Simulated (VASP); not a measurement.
Input of a VASP 6.6.1 run:

Contents of INCAR:

```
PREC = Accurate
ENCUT = 600
EDIFF = 1E-6
ISMEAR = 0
SIGMA = 0.1
LREAL = False
LASPH = True
NELM = 80
ALGO = Normal
ISIF = 3
LWAVE = False
LCHARG = False
GGA = PE
IBRION = 2
NSW = 90
EDIFFG = -0.04
```

KPOINTS

```
regular mesh
0
Gamma
  4 4 4
```

POSCAR

```
GeB4P
1.0
    0.0000000000      3.3556299400      3.3556299400
    3.3556299400      0.0000000000      3.3556299400
    3.3556299400      3.3556299400      0.0000000000
Ge B P
1 4 1
Direct
    0.0000000000      0.0000000000      0.0000000000
    0.8746958400      0.3751013900      0.3751013900
    0.3751013900      0.3751013900      0.3751013900
    0.3751013900      0.8746958400      0.3751013900
    0.3751013900      0.3751013900      0.8746958400
    0.7500000000      0.7500000000      0.7500000000
```

Potentials or basis: VASP PAW PBE potentials, release 64 (Ge_d, B, P).

The run is started by

```bash
$ cat potpaw_PBE.64/Ge_d/POTCAR potpaw_PBE.64/B/POTCAR potpaw_PBE.64/P/POTCAR > POTCAR
$ mpirun -np 1 vasp_std > vasp.out
```

Question: Predict the relaxed volume.

Answer: 10.49 Å³/atom.

Question: What does it give for the relaxed cell?

Answer: a = 4.464 Å, b = 4.464 Å, c = 4.464 Å, α = 60.00°, β = 60.00°, γ = 60.00°.

Question: Estimate the space group after relaxing (to 0.05 Å).

Answer: F-43m (No. 216).

The path:
| step | energy change (eV) | largest force (eV/Å) | pressure (GPa) | volume (Å³) |
| --- | --- | --- | --- | --- |
| 1 | 0.0000 | 0.0403 | -21.40 | 75.57 |
| 2 | -1.5360 | 0.0587 | -2.90 | 58.62 |
| 3 | -1.5472 | 0.0821 | -0.14 | 57.43 |
| 4 | -1.5466 | 0.0878 | 0.73 | 57.10 |
| 5 | -1.5487 | 0.0930 | -0.33 | 57.46 |
| 6 | -1.5489 | 0.0949 | -0.52 | 57.57 |
| 7 | -1.5511 | 0.1080 | -0.51 | 57.56 |
| 8 | -1.5592 | 0.1379 | -0.41 | 57.54 |
| 9 | -1.5790 | 0.1570 | 0.18 | 57.48 |
| 10 | -1.6103 | 0.0863 | 2.52 | 57.38 |
| 11 | -1.5736 | 0.6820 | 12.00 | 57.18 |
| 12 | -1.6137 | 0.0547 | 3.08 | 57.36 |
| 13 | -1.6167 | 0.0834 | 3.83 | 57.34 |
| 14 | -1.6414 | 0.0656 | 6.49 | 57.26 |
| 15 | -1.6320 | 0.2143 | 4.54 | 57.30 |
| 16 | -1.6421 | 0.0483 | 5.87 | 57.27 |
| 17 | -1.6645 | 0.1254 | 4.10 | 57.99 |
| 18 | -1.6874 | 0.2987 | -0.05 | 59.83 |
| 19 | -1.6935 | 0.2630 | -0.06 | 59.98 |
| 20 | -1.7092 | 0.2224 | 0.28 | 60.44 |
| 21 | -1.7399 | 0.1133 | 1.26 | 61.37 |
| 22 | -1.6275 | 1.4544 | 4.98 | 63.25 |
| 23 | -1.7439 | 0.0035 | 1.62 | 61.59 |
| 24 | -1.7446 | 0.0869 | 1.87 | 61.74 |
| 25 | -1.7495 | 0.1044 | 0.71 | 62.72 |
| 26 | -1.7496 | 0.1094 | 0.50 | 62.87 |
| 27 | -1.7506 | 0.0086 | -0.07 | 62.91 |

Caveat: the k points lie up to 0.43 Å⁻¹ apart in the final cell; the volume moved by over 15 % at a fixed basis, so the end points are rough.
